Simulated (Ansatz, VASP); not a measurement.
# Two plane-wave programs on Ti2In

The input INCAR:

```
PREC     = Accurate       # precision mode
ENCUT    = 600            # plane-wave cutoff, eV
EDIFF    = 1E-6           # SCF threshold, eV
ISMEAR   = 0              # smearing method
SIGMA    = 0.1            # smearing width, eV
LREAL    = F              # projectors in reciprocal space
LASPH    = T              # aspherical terms in the spheres
NELM     = 60             # most SCF steps
ALGO     = Normal         # electronic algorithm
ISIF     = 3              # what is computed and relaxed
LWAVE    = F              # write WAVECAR
LCHARG   = F              # write CHGCAR
GGA      = PE             # functional
IBRION   = 2              # ionic algorithm
NSW      = 90             # ionic steps
EDIFFG   = -0.04          # ionic threshold
```

KPOINTS

```
regular mesh
0
Gamma
  6 6 6
```

The input POSCAR:

```
Ti2In
1.0
    5.0300852447      0.0000000000      0.0000000000
   -2.5150426223      4.3561816051      0.0000000000
    0.0000000000      0.0000000000      2.7491755394
Ti In
2 1
Direct
    0.3333333333      0.6666666667      0.5000000000
    0.6666666667      0.3333333333      0.5000000000
    0.0000000000      0.0000000000      0.5000000000
```

Input for Ansatz:

```yaml
crystal:
  lattice:
    - [5.0300852447, 0.0, 0.0]
    - [-2.5150426223, 4.3561816051, 0.0]
    - [0.0, 0.0, 2.7491755394]
  atoms:
    - { symbol: Ti, position: [0.3333333333, 0.6666666667, 0.5] }
    - { symbol: Ti, position: [0.6666666667, 0.3333333333, 0.5] }
    - { symbol: In, position: [0.0, 0.0, 0.5] }
basis:
  ecutwfc: 420
kpoints:
  mp_grid: { grid: [6, 6, 6] }
hamiltonian:
  xc: pbe
scf:
  occupations: { method: gaussian, width: 0.1 }
  lower_state_search: "off"
output:
  forces: true
  stress: true
  eigenvalues: true
relax:
  adjacent_minimum: "off"
  f_tol: 0.04
  max_steps: 70
  cell: { stress_tol: 0.4 }
```

Alike in both runs: task relaxation of cell and atoms; functional PBE; k mesh 6 × 6 × 6; occupations gaussian, width 0.1 eV; no spin polarisation.

```csv
,VASP,Ansatz
version,VASP 6.6.1,Ansatz 0.2.0
potentials or method,"VASP PAW PBE potentials, release 64 (Ti_sv, In_d), cutoff 600 eV","scalar-relativistic, plane waves, PAW"
valence electrons in the cell,37,37
```

|  | VASP | Ansatz | Ansatz less VASP |
| --- | --- | --- | --- |
| gap on the k mesh at the Fermi level, each at its own relaxed structure (eV) | none | none | - |
| relaxed volume (Å³/atom) | 20.10 | 20.12 | +0.018 |
| relaxed cell length with the largest relative difference (Å) | 2.763 | 2.766 | +0.0035 |

A gap of «none» marks a metal or a gap that the smearing closes.

The k mesh is coarse, so the values compare programs but aren't converged.
